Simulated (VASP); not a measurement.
# Hf (P6_3/mmc) in VASP: further runs

Hf is run at these levels: PBE, BLYP+D4; tasks: relaxation of cell and atoms, single point.

Program: VASP 6.6.1. These are calculated values, not measurements. Logs are shortened: lines on timing, memory, paths and dates and some standing lists are left out, and cuts for length are marked.

### Step 1. The cell of the first run

Symmetry: P6_3/mmc, No. 194, hexagonal system. The conventional cell has a = 3.197 Å, b = 3.197 Å, c = 5.058 Å, α = 90.00°, β = 90.00°, γ = 120.00°. Hf (site symmetry -6m2) has 12 Hf at 3.13 to 3.20 Å within 4.1 Å.

### Step 2. Relaxation of cell and atoms, PBE, target pressure 10 GPa, at which the enthalpy is minimised

File INCAR:

```
SYSTEM = Hf
  PREC = Accurate
  ENCUT = 600
  EDIFF = 1E-6
  ISMEAR = -1
  SIGMA = 0.05
  LREAL = .False.
  LASPH = .True.
  NELM = 80
  ALGO = Normal
  ISIF = 3
  LWAVE = .False.
  LCHARG = .False.
  GGA = PE
  IBRION = 2
  NSW = 80
  EDIFFG = -0.005
  PSTRESS = 100.0
```

File KPOINTS:

```
regular mesh
0
Gamma
  10 10 5
  0 0 0
```

File POSCAR:

```
Hf
1.0
    3.1967000000      0.0000000000      0.0000000000
   -1.5983500000      2.7684234083      0.0000000000
    0.0000000000      0.0000000000      5.0578000000
Hf
2
Direct
    0.6666666667      0.3333333333      0.7500000000
    0.3333333333      0.6666666667      0.2500000000
```

Potentials or basis: VASP PAW PBE potentials, release 64 (Hf_pv).

Started as:

```console
$ cat potpaw_PBE.64/Hf_pv/POTCAR > POTCAR
$ mpirun -np 1 vasp_std > vasp.out
```

OUTCAR:

```text
SYSTEM = Hf
   PREC = Accurate
   ENCUT = 600
   EDIFF = 1E-6
   ISMEAR = -1
   LREAL = .False.
   LASPH = .True.
   NELM = 80
   ISIF = 3
   GGA = PE
   IBRION = 2
   NSW = 80
   EDIFFG = -0.005
   PSTRESS = 100.0

 ion  position               nearest neighbor table
   1  0.667  0.333  0.750-   2 3.13   2 3.13   2 3.13   2 3.13   2 3.13   2 3.13
   2  0.333  0.667  0.250-   1 3.13   1 3.13   1 3.13   1 3.13   1 3.13   1 3.13

  LATTYP: Found a hexagonal cell.
 ALAT       =     3.1967000000
 C/A-ratio  =     1.5821941377

  Lattice vectors:

 A1 = (   3.1967000000,   0.0000000000,   0.0000000000)
 A2 = (  -1.5983500000,   2.7684234083,   0.0000000000)
 A3 = (   0.0000000000,   0.0000000000,   5.0578000000)

Analysis of symmetry for initial positions (statically):
=====================================================================
 Subroutine PRICEL returns:
 Original cell was already a primitive cell.

 Routine SETGRP: Setting up the symmetry group for a
 hexagonal supercell.

 Subroutine GETGRP returns: Found 24 space group operations
 (whereof 12 operations were pure point group operations)
 out of a pool of 24 trial point group operations.

The static configuration has the point symmetry D_3d.
 The point group associated with its full space group is D_6h.

Analysis of symmetry for dynamics (positions and initial velocities):
=====================================================================
 Subroutine PRICEL returns:
 Original cell was already a primitive cell.

 Routine SETGRP: Setting up the symmetry group for a
 hexagonal supercell.

 Subroutine GETGRP returns: Found 24 space group operations
 (whereof 12 operations were pure point group operations)
 out of a pool of 24 trial point group operations.

The dynamic configuration has the point symmetry D_3d.
 The point group associated with its full space group is D_6h.

 Subroutine INISYM returns: Found 24 space group operations
 (whereof 12 operations are pure point group operations),
 and found     1 'primitive' translations

----------------------------------------------------------------------------------------

                                     Primitive cell

  volume of cell :      44.7606

  direct lattice vectors                    reciprocal lattice vectors
     3.196700000  0.000000000  0.000000000     0.312822598  0.180608211  0.000000000
    -1.598350000  2.768423408  0.000000000     0.000000000  0.361216423  0.000000000
     0.000000000  0.000000000  5.057800000     0.000000000  0.000000000  0.197714421

  length of vectors
     3.196700000  3.196700000  5.057800000     0.361216423  0.361216423  0.197714421

  position of ions in fractional coordinates (direct lattice)
     0.666666667  0.333333333  0.750000000
     0.333333333  0.666666667  0.250000000

  ion indices of the primitive-cell ions
   primitive index   ion index
                 1           1
                 2           2

----------------------------------------------------------------------------------------

 KPOINTS: regular mesh

Automatic generation of k-mesh.
 Grid dimensions read from file:
 generate k-points for:   10   10    5

 Generating k-lattice:

  Cartesian coordinates                     Fractional coordinates (reciprocal lattice)
     0.031282260  0.018060821  0.000000000     0.100000000 -0.000000000  0.000000000
     0.000000000  0.036121642  0.000000000     0.000000000  0.100000000  0.000000000
     0.000000000  0.000000000  0.039542884     0.000000000  0.000000000  0.200000000

  Length of vectors
     0.036121642  0.036121642  0.039542884

  Shift w.r.t. Gamma in fractional coordinates (k-lattice)
     0.000000000  0.000000000  0.000000000

 Subroutine IBZKPT returns following result:
 ===========================================

 Found     42 irreducible k-points:

 Following reciprocal coordinates:
            Coordinates               Weight
  0.000000  0.000000  0.000000      1.000000
  0.100000  0.000000  0.000000      6.000000
  0.200000  0.000000  0.000000      6.000000
  0.300000  0.000000  0.000000      6.000000
  0.400000  0.000000  0.000000      6.000000
  0.500000  0.000000  0.000000      3.000000
[... 16 lines left out ...]
  0.300000  0.100000  0.200000     24.000000
  0.400000  0.100000  0.200000     24.000000
 [... further k-points ...]
   k-points           NKPTS =     42   k-points in BZ     NKDIM =     42   number of bands    NBANDS=     14
   number of dos      NEDOS =    301   number of ions     NIONS =      2
   total plane-waves  NPLWV =  31360
   dimension x,y,z NGX =    28 NGY =   28 NGZ =   40
   dimension x,y,z NGXF=    56 NGYF=   56 NGZF=   80
   ions per type =               2
   NGX,Y,Z   is equivalent  to a cutoff of  14.56, 14.56, 13.15 a.u.
   NGXF,Y,Z  is equivalent  to a cutoff of  29.12, 29.12, 26.30 a.u.
 SYSTEM =  Hf
   PREC   = accura    normal or accurate (medium, high low for compatibility)
   ISTART =      0    job   : 0-new  1-cont  2-samecut
   ICHARG =      2    charge: 1-file 2-atom 10-const
   ISPIN  =      1    spin polarized calculation?
   LNONCOLLINEAR =      F non collinear calculations
   LSORBIT =      F    spin-orbit coupling
   LASPH  =      T    aspherical Exc in radial PAW
   ENCUT  =  600.0 eV  44.10 Ry    6.64 a.u.   6.38  6.38 10.10*2*pi/ulx,y,z
   NELM   =     80;   NELMIN=  2; NELMDL= -5     # of ELM steps
   EDIFF  = 0.1E-05   stopping-criterion for ELM
   LREAL  =      F    real-space projection
   EDIFFG = -.5E-02   stopping-criterion for IOM
   NSW    =     80    number of steps for IOM
   IBRION =      2    ionic relax: 0-MD 1-quasi-New 2-CG
   NFREE  =      1    steps in history (QN), initial steepest desc. (CG)
   ISIF   =      3    stress and relaxation
   ISYM   =      2    0-nonsym 1-usesym 2-fastsym
   POTIM  = 0.5000    time-step for ionic-motion
   TEBEG  =    0.0;   TEEND  =   0.0 temperature during run
   PSTRESS=  100.0 pullay stress
   NELECT =      20.0000    total number of electrons
   NUPDOWN=      -1.0000    fix difference up-down
   EMIN   =  10.00;   EMAX   =-10.00  energy-range for DOS
   EFERMI =   0.00;   METHOD = LEGACY
   ISMEAR =    -1;   SIGMA  =   0.05  broadening in eV -4-tet -1-fermi 0-gaus
   EFERMI_NEDOS =   21; number of points for ismear=-14 and -15
   IALGO  =     38    algorithm
   IMIX   =      4    mixing-type and parameters
     AMIX     =   0.40;   BMIX     =  1.00
     AMIX_MAG =   1.60;   BMIX_MAG =  1.00
  volume/ion in A,a.u.               =      22.38       151.03
  Fermi-wavevector in a.u.,A,eV,Ry     =   1.251563  2.365112 21.312311  1.566411
  Thomas-Fermi vector in A             =   2.385505
   LORBIT       =      0    0 simple, 1 ext, 2 COOP (PROOUT), +10 PAW based schemes
   GGA     = PE    functional components
   LHFCALC =     F    Hartree Fock is set to
   AEXX    =    0.0000 exact exchange contribution
   IVDW    =     0    specifies the selected vdW correction
   LEPSILON=     F    determine dielectric tensor
   LRPA    =     F    only Hartree local field effects (RPA)
 conjugate gradient relaxation of ions
 non-spin polarized calculation
  energy-cutoff  :      600.00
  volume of cell :       44.76
 maximum number of plane-waves:      1518
 NGX is ok and might be reduce to    28
   NGX = 13   NGY = 13   NGZ = 21

--------------------------------------- Ionic step        1  -------------------------------------------

 number of electron      20.0000001 magnetization

 Free energy of the ion-electron system (eV)
  ---------------------------------------------------
  ext. energy  EPLUGINS =         0.00000000
  ---------------------------------------------------
  free energy    TOTEN  =       -19.85551115 eV

  energy without entropy =      -19.84454989  energy(sigma->0) =      -19.85003052

------------------------ aborting loop because EDIFF is reached ----------------------------------------

  FORCE on cell =-STRESS in cart. coord.  units (eV):
  Direction    XX          YY          ZZ          XY          YZ          ZX
  --------------------------------------------------------------------------------------
  -------------------------------------------------------------------------------------
  Total        0.0855363      0.0855363     -0.0382529      0.0000000      0.0000000      0.0000000
  in kB        3.0617169      3.0617169     -1.3692373      0.0000000      0.0000000      0.0000000
  external PRESSURE =     -98.4152678 kB  Pullay stress =     100.0000000 kB
[... 251 lines left out ...]
  enthalpy is  TOTEN    =       -17.1722591976 eV   P V=        2.5818002218

--------------------------------------- Ionic step        8  -------------------------------------------

 number of electron      20.0000000 magnetization

 Free energy of the ion-electron system (eV)
  ---------------------------------------------------
  ext. energy  EPLUGINS =         0.00000000
  ---------------------------------------------------
  free energy    TOTEN  =       -19.75358892 eV

  energy without entropy =      -19.74573456  energy(sigma->0) =      -19.74966174

 E-fermi :   5.4501     XC(G=0): -11.6464

 val. band max:        5.3807619774   @ k =   0.1000   0.1000   0.2000
 cond. band min:       5.4613173622   @ k =   0.0000   0.0000   0.4000
 fundamental gap:      0.0805553848
 Fermi energy:         5.4501031388

 k-point     1 :       0.0000    0.0000    0.0000
  band No.  band energies     occupation
      1     -25.5600      2.00000
      2     -24.5974      2.00000
      3     -24.5974      2.00000
      4     -24.4357      2.00000
      5     -24.4343      2.00000
      6     -24.4343      2.00000
      7      -2.1647      2.00000
      8       1.5175      2.00000
      9       6.4277      0.00000
     10       6.6743      0.00000
     11       6.6743      0.00000
     12       6.9847      0.00000
     13       7.5879      0.00000
     14       7.5879      0.00000
[... 375 lines left out ...]
 k-point    24 :       0.4000    0.1000    0.2000
  band No.  band energies     occupation
      1     -25.3788      2.00000
      2     -25.2143      2.00000
      3     -24.9702      2.00000
      4     -24.8177      2.00000
      5     -24.6918      2.00000
      6     -24.6024      2.00000
      7       1.8261      2.00000
      8       2.7664      2.00000
      9       3.6908      2.00000
     10       4.3136      2.00000
     11       6.1131      0.00000
     12       6.6682      0.00000
     13       7.2535      0.00000
     14      10.6487      0.00000

 [... further k-points ...]
[... 5 lines left out ...]
  --------------------------------------------------------------------------------------
  -------------------------------------------------------------------------------------
  Total        2.5799599      2.5799599      2.5827578     -0.0000000     -0.0000000     -0.0000000
  in kB       99.9472370     99.9472370    100.0556257     -0.0000000     -0.0000000     -0.0000000
  external PRESSURE =      -0.0166334 kB  Pullay stress =     100.0000000 kB
[... 17 lines left out ...]
  FREE ENERGIE OF THE ION-ELECTRON SYSTEM (eV)
  ---------------------------------------------------
  free  energy   TOTEN  =       -19.7535889210 eV

  energy  without entropy=      -19.7457345626  energy(sigma->0) =      -19.74966174

  enthalpy is  TOTEN    =       -17.1722670425 eV   P V=        2.5813218785

 reached required accuracy - stopping structural energy minimisation
```

Run time: 4.3 min. Hardware: 1 thread of AMD EPYC 7R13, shared host; peak memory 0.17 GiB.

Results:

| Item | Value |
| --- | --- |
| Free energy | -19.7536 eV |
| Relaxed volume | 20.68 Å³/atom |
| Relaxed cell | a = 3.114 Å, b = 3.114 Å, c = 4.926 Å, α = 90.00°, β = 90.00°, γ = 120.00° |
| Space group after relaxing (to 0.05 Å) | P6_3/mmc (No. 194) |
| Energy change on relaxing (the enthalpy is what falls) | +51.0 meV/atom |
| Ionic steps | 8 |
| Pressure after relaxing | 10.0 GPa |
| Band gap on the k mesh | zero (band 10 reaches 6.67 eV, above the bottom of band 11 at 5.12 eV) |

The path:
```
step  energy change (eV)  largest force (eV/Å)  pressure (GPa)  volume (Å³)
   1              0.0000                0.0000            0.16        44.76
   2              0.7207                0.0000           32.17        36.43
   3              0.0944                0.0000            9.57        41.48
   4              0.1013                0.0000            9.96        41.37
   5              0.1054                0.0000           10.19        41.30
   6              0.0976                0.0000            9.76        41.43
   7              0.1015                0.0000            9.97        41.37
   8              0.1019                0.0000           10.00        41.36
```

Final structure:
```xyz
2
Lattice="3.1135 0.0000 0.0000 -1.5568 2.6964 0.0000 0.0000 0.0000 4.9262" Properties=species:S:1:pos:R:3 pbc="T T T"
Hf    1.5568    0.8988    3.6947
Hf    0.0000    1.7976    1.2316
```

Caveat: the cell is relaxed towards a set pressure, so the enthalpy falls and the energy may rise; spin-orbit coupling is left out, which moves the levels of the heavy elements.

[end of part 1 of 2]
